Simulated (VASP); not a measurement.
A run of VASP 6.6.1:

Contents of INCAR:

```
SYSTEM = B
PREC     = Accurate       ! precision mode
ENCUT    = 500            ! plane-wave cutoff, eV
EDIFF    = 1E-6           ! SCF threshold, eV
ISMEAR   = -1             ! smearing method
SIGMA    = 0.05           ! smearing width, eV
LREAL    = .False.        ! projectors in reciprocal space
LASPH    = .True.         ! aspherical terms in the spheres
NELM     = 120            ! most SCF steps
ALGO     = Normal         ! electronic algorithm
ISIF     = 2              ! what is computed and relaxed
LWAVE    = .False.        ! write WAVECAR
LCHARG   = .False.        ! write CHGCAR
GGA      = PE             ! functional
NBANDS   = 8              ! bands
GGA_COMPAT= .False.
```

KPOINTS

```
Automatic mesh
0
Gamma
  11 11 16
  0 0 0
```

POSCAR

```
B
1.0
    2.3921238388      0.0000000000      0.0000000000
    0.0000000000      2.3921238388      0.0000000000
    0.0000000000      0.0000000000      1.6168918177
B
1
Direct
    0.5000000000      0.5000000000      0.5000000000
```

Potentials or basis: VASP PAW PBE potentials, release 64 (B).

Launch:

```bash
$ cat potpaw_PBE.64/B/POTCAR > POTCAR
$ mpirun -np 1 vasp_std > vasp.out
```

Hardware: 1 thread of Intel Xeon 8259CL, on a shared host.

How long does it take, and how much memory?

Run time: 15 s on 1 thread of Intel Xeon 8259CL, on a shared host, peak memory 0.12 GiB. Counts: scf iterations 11, k points 189.
